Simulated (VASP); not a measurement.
A run of VASP 6.6.1 is set up as follows.

Contents of INCAR:

```
SYSTEM = Tl
PREC = Accurate ; ENCUT = 600
EDIFF = 1E-6 ; ISMEAR = 0
SIGMA = 0.1 ; LREAL = .FALSE.
LASPH = .TRUE. ; NELM = 80
ALGO = Fast ; ISIF = 3
LWAVE = .FALSE. ; LCHARG = .FALSE.
GGA = PE ; IBRION = 2
NSW = 100 ; EDIFFG = -0.01
```

The input KPOINTS:

```
regular mesh
0
G
  18 18 18
  0 0 0
```

File POSCAR:

```
Tl
1.0
    3.4206846571      0.0000000000      0.0000000000
   -1.7103423286      2.9623998114      0.0000000000
    0.0000000000      0.0000000000      3.2644089602
Tl
1
Direct
    0.0000000000      0.0000000000      0.5000000000
```

Potentials or basis: VASP PAW PBE potentials, release 64 (Tl_d).

Launch:

```bash
$ cat potpaw_PBE.64/Tl_d/POTCAR > POTCAR
$ mpirun -np 1 vasp_std > vasp.out
```

Question: Estimate the band gap on the k mesh.

Answer: Zero (an odd number of electrons rules out a gap without spin polarisation).

Question: Estimate the space group after relaxing (to 0.1 Å).

Answer: P6/mmm (No. 191).

Final structure:
```yaml
crystal:
  lattice:
    - [3.41051, 0.00000, 0.00000]
    - [-1.70525, 2.95359, 0.00000]
    - [0.00000, 0.00000, 3.27078]
  atoms:
    - { symbol: Tl, position: [0.00000, 0.00000, 0.50000] }
```

Caveat: spin-orbit coupling is left out, which moves the levels of the heavy elements.
